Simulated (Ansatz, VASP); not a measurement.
# AgCl in VASP and in Ansatz

File POSCAR:

```
AgCl
1.0
    3.3955880419      0.0614601436      0.0000000000
    0.0614601436      3.3955880419      0.0000000000
    0.0000000000      0.0000000000      3.3955880419
Ag Cl
1 1
Direct
    0.0000000000      0.0000000000      0.0000000000
    0.5000000000      0.5000000000      0.5000000000
```

The input INCAR.step1:

```
SYSTEM = AgCl
ALGO = Normal
EDIFF = 1E-4
ENCUT = 520
GGA = PE
ISMEAR = 0
LASPH = .TRUE.
LCHARG = .FALSE.
LREAL = .FALSE.
LWAVE = .TRUE.
NBANDS = 16
NELM = 80
PREC = Accurate
SIGMA = 0.01
```

INCAR.step2

```
SYSTEM = AgCl
ALGO = Normal
EDIFF = 1E-6
ENCUT = 520
ISIF = 2
ISMEAR = 0
ISTART = 1
LASPH = .TRUE.
LCHARG = .FALSE.
LMIXTAU = .TRUE.
LREAL = .FALSE.
LWAVE = .FALSE.
METAGGA = R2SCAN
NBANDS = 16
NELM = 80
PREC = Accurate
SIGMA = 0.01
```

File KPOINTS:

```
k-points
0
G
  8 8 8
  0 0 0
```

Input for Ansatz:

```yaml
crystal:
  lattice:
    - [3.3955880419, 0.0614601436, 0.0]
    - [0.0614601436, 3.3955880419, 0.0]
    - [0.0, 0.0, 3.3955880419]
  atoms:
    - { symbol: Ag, position: [0.0, 0.0, 0.0] }
    - { symbol: Cl, position: [0.5, 0.5, 0.5] }
kpoints:
  mp_grid: { grid: [8, 8, 8] }
  band_path:
    path: [[0.0, 0.0, 0.0], [0.0, 0.5, 0.0], [0.5, 0.5, 0.0], [0.5, 0.5, 0.5]]
    npoints: 1
hamiltonian:
  xc: r2scan
scf:
  occupations: { method: fixed }
  n_extra_bands: 4
output:
  forces: true
  stress: true
  eigenvalues: true
```

Change from the starting cell: shear_xy strain +3.6%.

Alike in both runs: task single point; functional r2SCAN; k mesh 8 × 8 × 8; no spin polarisation.

```csv
,VASP,Ansatz
version,VASP 6.6.1,Ansatz 0.2.0
potentials or method,"VASP PAW PBE potentials, release 64 (Ag, Cl)","plane waves, PAW"
plane-wave cutoff (eV),520,500
occupations,"gaussian, width 0.01 eV",fixed
valence electrons in the cell,18,26
```

Ansatz gave:

- gap on the k mesh at the Fermi level (eV): 1.11
- pressure (GPa): 0.0
- traceless stress, the component that is largest in VASP (GPa): 0.36

Task: What did VASP give for the same quantities?

Result: gap on the k mesh at the Fermi level (eV): 1.07; pressure (GPa): -0.1; traceless stress, the component that is largest in VASP (GPa): 0.37.

VASP's potentials were made for PBE, not for r2SCAN. VASP's potentials hold 18 valence electrons a cell and Ansatz's 26, so a difference there can come from the potentials and not from the codes.
